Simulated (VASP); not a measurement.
A run of VASP 6.6.1:

File INCAR:

```
SYSTEM = SrCl2
PREC = Accurate
ENCUT = 520
EDIFF = 1E-8
ISMEAR = -1
SIGMA = 0.01
LREAL = .False.
LASPH = .True.
NELM = 60
ALGO = Normal
ISIF = 2
LWAVE = .False.
LCHARG = .False.
LEFG = .True.
NBANDS = 19
```

Contents of KPOINTS:

```
regular mesh
0
Gamma
  8 8 8
  0 0 0
```

Contents of POSCAR:

```
SrCl2
1.0
    0.0000000000      3.4143473819      3.4143473819
    3.4143473819      0.0000000000      3.4143473819
    3.4143473819      3.4143473819      0.0000000000
Sr Cl
1 2
Direct
    0.0000000000      0.0000000000      0.0000000000
    0.2500000000      0.2500000000      0.2500000000
    0.7500000000      0.7500000000      0.7500000000
```

Potentials or basis: VASP PAW LDA potentials, release 64 (Sr_sv, Cl).

Run with:

```sh
$ cat potpaw_LDA.64/Sr_sv/POTCAR potpaw_LDA.64/Cl/POTCAR > POTCAR
$ mpirun -np 1 vasp_std > vasp.out
```

Hardware: 1 thread of Intel(R) Xeon(R) Platinum 8488C (Sapphire Rapids), on a shared host.

Q: Estimate the wall time of this run.

A: Run time: 21 s on 1 thread of Intel(R) Xeon(R) Platinum 8488C (Sapphire Rapids), with other jobs on the host, peak memory 0.19 GiB. Counts: scf iterations 14, k points 29.
